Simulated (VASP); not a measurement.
# Al (Fm-3m) in VASP: a series of runs, part 2 of 2

VASP 6.6.1. Earlier steps stand in the parts before.

### 4 Single point, revPBE

This run uses another cell than the first one, of 16.75 Å³/atom, 1.018 times its volume.

The input, INCAR:

```
PREC = Accurate ; ENCUT = 520
EDIFF = 1E-6 ; ISMEAR = -1
SIGMA = 0.025 ; LREAL = False
LASPH = True ; NELM = 100
ALGO = Normal ; ISIF = 2
LWAVE = False ; LCHARG = True
GGA = RE ; LELF = True
LVHAR = True ; NBANDS = 8
```

The input, KPOINTS:

```
Automatic mesh
0
Gamma
  18 18 18
```

The input, POSCAR:

```
Al
1.0
    0.0000000000      2.0305733813      2.0305733813
    2.0305733813      0.0000000000      2.0305733813
    2.0305733813      2.0305733813      0.0000000000
Al
1
Direct
    0.0000000000      0.0000000000      0.0000000000
```

Potentials or basis: VASP PAW PBE potentials, release 64 (Al).

Command:

```console
> cat potpaw_PBE.64/Al/POTCAR > POTCAR
> mpirun -np 1 vasp_std > vasp.out
```

OUTCAR:

```text
PREC = Accurate
   ENCUT = 520
   EDIFF = 1E-6
   ISMEAR = -1
   LREAL = False
   LASPH = True
   NELM = 100
   ISIF = 2
   GGA = RE

 ion  position               nearest neighbor table
   1  0.000  0.000  0.000-

  LATTYP: Found a face centered cubic cell.
 ALAT       =     4.0611467626

  Lattice vectors:

 A1 = (   0.0000000000,   2.0305733813,   2.0305733813)
 A2 = (   2.0305733813,   0.0000000000,   2.0305733813)
[... 441 lines left out ...]
      6      22.7228      0.00000
      7      23.1775      0.00000
      8      25.3628      0.00000

 [... further k-points ...]

------------------------ aborting loop because EDIFF is reached ----------------------------------------

  FORCE on cell =-STRESS in cart. coord.  units (eV):
  Direction    XX          YY          ZZ          XY          YZ          ZX
  --------------------------------------------------------------------------------------
  -------------------------------------------------------------------------------------
  Total       -0.0168345     -0.0168345     -0.0168345     -0.0000000      0.0000000     -0.0000000
  in kB       -1.6107406     -1.6107406     -1.6107406     -0.0000000      0.0000000     -0.0000000
  external PRESSURE =      -1.6107406 kB  Pullay stress =       0.0000000 kB

 VOLUME and BASIS-vectors are now :
 -----------------------------------------------------------------------------
  energy-cutoff  :      520.00
  volume of cell :       16.75
      direct lattice vectors                 reciprocal lattice vectors
     0.000000000  2.030573381  2.030573381    -0.246235868  0.246235868  0.246235868
     2.030573381  0.000000000  2.030573381     0.246235868 -0.246235868  0.246235868
     2.030573381  2.030573381  0.000000000     0.246235868  0.246235868 -0.246235868

 POSITION                                       TOTAL-FORCE (eV/Angst)
 -----------------------------------------------------------------------------------
      0.00000      0.00000      0.00000         0.000000      0.000000      0.000000
 -----------------------------------------------------------------------------------
    total drift:                                0.000000     -0.000000     -0.000000

  FREE ENERGIE OF THE ION-ELECTRON SYSTEM (eV)
  ---------------------------------------------------
  free  energy   TOTEN  =        -3.5517123986 eV

  energy  without entropy=       -3.5502113869  energy(sigma->0) =       -3.55096189
```

OSZICAR:

```text
N       E                     dE             d eps       ncg     rms          rms(c)
DAV:   1    -0.227085069660E+01   -0.22709E+01   -0.85263E+02  3136   0.202E+02
DAV:   2    -0.356632674004E+01   -0.12955E+01   -0.12735E+01  4320   0.184E+01
DAV:   3    -0.357308083921E+01   -0.67541E-02   -0.67489E-02  3968   0.146E+00
DAV:   4    -0.357309407781E+01   -0.13239E-04   -0.13238E-04  4928   0.592E-02
DAV:   5    -0.357309411088E+01   -0.33071E-07   -0.32943E-07  3992   0.167E-03    0.170E+00
DAV:   6    -0.356104192193E+01    0.12052E-01   -0.15411E-03  4136   0.211E-01    0.984E-01
DAV:   7    -0.355172687247E+01    0.93150E-02   -0.46825E-03  3952   0.340E-01    0.178E-01
DAV:   8    -0.355171563714E+01    0.11235E-04   -0.13351E-05  4608   0.263E-02    0.305E-02
DAV:   9    -0.355171271336E+01    0.29238E-05   -0.13670E-06  4360   0.592E-03    0.617E-04
DAV:  10    -0.355171239857E+01    0.31479E-06   -0.54026E-09  2904   0.575E-04
   1 F= -.35517124E+01 E0= -.35509619E+01  d E =-.150101E-02
```

stdout:

```text
POSCAR found type information on POSCAR Al
 POSCAR found :  1 types and       1 ions
 scaLAPACK will be used
 -----------------------------------------------------------------------------
|                                                                             |
|                                                                             |
|     You enforced a specific xc type in the INCAR file but a different       |
|     I HOPE YOU KNOW WHAT YOU ARE DOING!                                     |
|                                                                             |
 -----------------------------------------------------------------------------

 LDA part: xc-table for (Slater+PW92), standard interpolation
 POSCAR, INCAR and KPOINTS ok, starting setup
 FFT: planning ... GRIDC
 FFT: planning ... GRID_SOFT
 FFT: planning ... GRID
 WAVECAR not read
 entering main loop
```

Run time: 6.8 s. Hardware: 1 thread of Intel Xeon 6975P-C (Granite Rapids), shared host; peak memory 0.14 GiB.

Results:

| Quantity | Value |
| --- | --- |
| Free energy | -3.5517 eV |
| Pressure | -0.2 GPa |

Levels at points of the mesh, in eV from the Fermi level:
```csv
k point,band 1,band 2,band 3,band 4
"(0.00, 0.00, 0.00)",-11.03,12.53,12.53,12.53
"(0.50, 0.00, 0.00)",-4.54,-4.33,11.33,11.33
"(0.50, 0.50, 0.00)",-2.89,-1.58,5.23,5.56
```

Caveat: the PAW data sets were made with another functional, which shifts forces and pressure a little.

### 5 Relaxation of cell and atoms, PBE

This run uses another cell than the first one, of 16.60 Å³/atom, 1.009 times its volume.

The input, INCAR:

```
SYSTEM = Al
PREC = Accurate ; ENCUT = 600
EDIFF = 1E-7 ; ISMEAR = -1
SIGMA = 0.05 ; LREAL = .False.
LASPH = .True. ; NELM = 100
ALGO = Normal ; ISIF = 3
LWAVE = .False. ; LCHARG = .False.
GGA = PE ; IBRION = 2
NSW = 100 ; EDIFFG = -0.005
```

The input, KPOINTS:

```
regular mesh
0
Gamma
  14 14 14
  0 0 0
```

The input, POSCAR:

```
Al
1.0
    0.0000000000      2.0248050000      2.0248050000
    2.0248050000      0.0000000000      2.0248050000
    2.0248050000      2.0248050000      0.0000000000
Al
1
Direct
    0.0000000000      0.0000000000      0.0000000000
```

Potentials or basis: VASP PAW PBE potentials, release 64 (Al).

Command:

```console
> cat potpaw_PBE.64/Al/POTCAR > POTCAR
> mpirun -np 1 vasp_std > vasp.out
```

OUTCAR:

```text
SYSTEM = Al
   PREC = Accurate
   ENCUT = 600
   EDIFF = 1E-7
   ISMEAR = -1
   LREAL = .False.
   LASPH = .True.
   NELM = 100
   ISIF = 3
   GGA = PE
   IBRION = 2
   NSW = 100
   EDIFFG = -0.005

 ion  position               nearest neighbor table
   1  0.000  0.000  0.000-

  LATTYP: Found a face centered cubic cell.
 ALAT       =     4.0496100000

  Lattice vectors:

 A1 = (   0.0000000000,   2.0248050000,   2.0248050000)
 A2 = (   2.0248050000,   0.0000000000,   2.0248050000)
 A3 = (   2.0248050000,   2.0248050000,   0.0000000000)

Analysis of symmetry for initial positions (statically):
=====================================================================
 Subroutine PRICEL returns:
[... 243 lines left out ...]
  ext. energy  EPLUGINS =         0.00000000
  ---------------------------------------------------
  free energy    TOTEN  =        -3.74031399 eV

  energy without entropy =       -3.73618993  energy(sigma->0) =       -3.73825196

 E-fermi :   8.0058     XC(G=0): -10.2097

 val. band max:        7.9944595151   @ k =  -0.3571   0.4286   0.2143
 cond. band min:       8.0482201746   @ k =   0.5000   0.2857   0.0000
 fundamental gap:      0.0537606596
 Fermi energy:         8.0057924012

 k-point     1 :       0.0000    0.0000    0.0000
  band No.  band energies     occupation
      1      -3.1226      2.00000
      2      20.6741      0.00000
      3      20.6741      0.00000
      4      20.6741      0.00000
      5      22.1916      0.00000
[... 177 lines left out ...]
 k-point    24 :       0.2857    0.1429    0.0000
  band No.  band energies     occupation
      1      -1.0976      2.00000
      2      12.3269      0.00000
      3      16.4856      0.00000
      4      18.0115      0.00000
      5      18.4495      0.00000

 [... further k-points ...]
[... 5 lines left out ...]
  --------------------------------------------------------------------------------------
  -------------------------------------------------------------------------------------
  Total        0.0001823      0.0001823      0.0001823     -0.0000000      0.0000000     -0.0000000
  in kB        0.0177598      0.0177598      0.0177598     -0.0000000      0.0000000     -0.0000000
  external PRESSURE =       0.0177598 kB  Pullay stress =       0.0000000 kB
[... 16 lines left out ...]
  FREE ENERGIE OF THE ION-ELECTRON SYSTEM (eV)
  ---------------------------------------------------
  free  energy   TOTEN  =        -3.7403139913 eV

  energy  without entropy=       -3.7361899289  energy(sigma->0) =       -3.73825196

 reached required accuracy - stopping structural energy minimisation
```

OSZICAR:

```text
N       E                     dE             d eps       ncg     rms          rms(c)
DAV:   1    -0.112837386173E+01   -0.11284E+01   -0.92172E+02  1055   0.374E+02
DAV:   2    -0.373834019157E+01   -0.26100E+01   -0.24324E+01  1315   0.325E+01
DAV:   3    -0.376262949470E+01   -0.24289E-01   -0.24144E-01  1365   0.395E+00
[... 16 lines left out ...]
       N       E                     dE             d eps       ncg     rms          rms(c)
DAV:   1    -0.374031507117E+01   -0.88235E-05   -0.94593E-05  1325   0.617E-02    0.813E-03
DAV:   2    -0.374031451801E+01    0.55315E-06   -0.59946E-07  1125   0.680E-03    0.307E-03
DAV:   3    -0.374031406815E+01    0.44986E-06   -0.88656E-08   830   0.197E-03    0.808E-04
DAV:   4    -0.374031399126E+01    0.76893E-07   -0.10600E-08   580   0.739E-04
   3 F= -.37403140E+01 E0= -.37382520E+01  d E =-.372432E-03
```

Run time: 4.7 s. Hardware: 1 thread of Intel Xeon 6975P-C (Granite Rapids), shared host; peak memory 0.13 GiB.

Results:

```
Free energy                            : -3.7403 eV
Relaxed volume                         : 16.44 Å³/atom
Relaxed cell                           : a = 2.854 Å, b = 2.854 Å, c = 2.854 Å, α = 60.00°, β = 60.00°, γ = 60.00°
Space group after relaxing (to 0.05 Å) : Fm-3m (No. 225)
Energy gained by relaxing              : 0.4 meV/atom
Ionic steps                            : 3
Pressure after relaxing                : 0.0 GPa
```

The path:
| step | energy change (eV) | largest force (eV/Å) | pressure (GPa) | volume (Å³) |
| --- | --- | --- | --- | --- |
| 1 | 0.0000 | 0.0000 | -0.74 | 16.60 |
| 2 | -0.0004 | 0.0000 | 0.11 | 16.42 |
| 3 | -0.0004 | 0.0000 | 0.00 | 16.44 |

Final structure:
```
Al
1.0
     0.00000    2.01829    2.01829
     2.01829    0.00000    2.01829
     2.01829    2.01829    0.00000
Al
1
Direct
  0.00000 0.00000 0.00000
```

Levels at points of the mesh, in eV from the Fermi level:
```tsv
k point	band 1	band 2	band 3	band 4	band 5
(0.00, 0.00, 0.00)	-11.13	12.67	12.67	12.67	14.19
(0.50, 0.00, 0.00)	-4.58	-4.35	11.48	11.48	11.51
(0.50, 0.50, 0.00)	-2.90	-1.57	5.29	5.64	5.64
```

### 6 Overview

```tsv
task	level	cell	k mesh	cutoff (eV)	smearing	gap on the mesh (eV)	pressure (GPa)
single point	PBE	a = 2.855 Å, angles 60.0°, 1 atom	14 × 14 × 14	520	fermi-dirac 0.05 eV	none	0.0
single point	revPBE	a = 2.872 Å, angles 60.0°, 1 atom	18 × 18 × 18	520	fermi-dirac 0.025 eV	none	-0.2
relaxation of cell and atoms	PBE	relaxed from a = 2.864 Å, angles 60.0°, 1 atom	14 × 14 × 14	600	fermi-dirac 0.05 eV	none	0.0
```

Alike in all rows: potentials or basis VASP PAW PBE potentials, release 64 (Al); no spin polarisation.

Caveats: the PAW data sets were made with another functional, which shifts forces and pressure a little (some runs).

Total energies depend on the potentials used, so only differences within one code and one set of settings carry meaning.
